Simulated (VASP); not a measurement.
A run of VASP 6.6.1:

Contents of INCAR:

```
SYSTEM = Al
PREC = Accurate ; ENCUT = 520
EDIFF = 1E-7 ; ISMEAR = -1
SIGMA = 0.1 ; LREAL = .FALSE.
LASPH = .TRUE. ; NELM = 60
ALGO = Normal ; ISIF = 2
LWAVE = .FALSE. ; LCHARG = .FALSE.
GGA = PE ; NBANDS = 8
```

The input KPOINTS:

```
Automatic mesh
0
G
  10 10 10
  0 0 0
```

The input POSCAR:

```
Al
1.0
    0.0000000000      1.9904796400      1.9904796400
    1.9904796400      0.0000000000      1.9904796400
    1.9904796400      1.9904796400      0.0000000000
Al
1
Direct
    0.0000000000      0.0000000000      0.0000000000
```

Potentials or basis: VASP PAW PBE potentials, release 64 (Al).

Run with:

```bash
$ cat potpaw_PBE.64/Al/POTCAR > POTCAR
$ mpirun -np 1 vasp_std > vasp.out
```

Hardware: 1 thread of Intel(R) Xeon(R) Platinum 8559C (Emerald Rapids) (shared host).

Problem. How long does it take, and how much memory?

Solution. Wall time 2.9 s on 1 thread of Intel(R) Xeon(R) Platinum 8559C (Emerald Rapids), on a shared host, peak memory 0.13 GiB. Counts: scf iterations 11, k points 47.
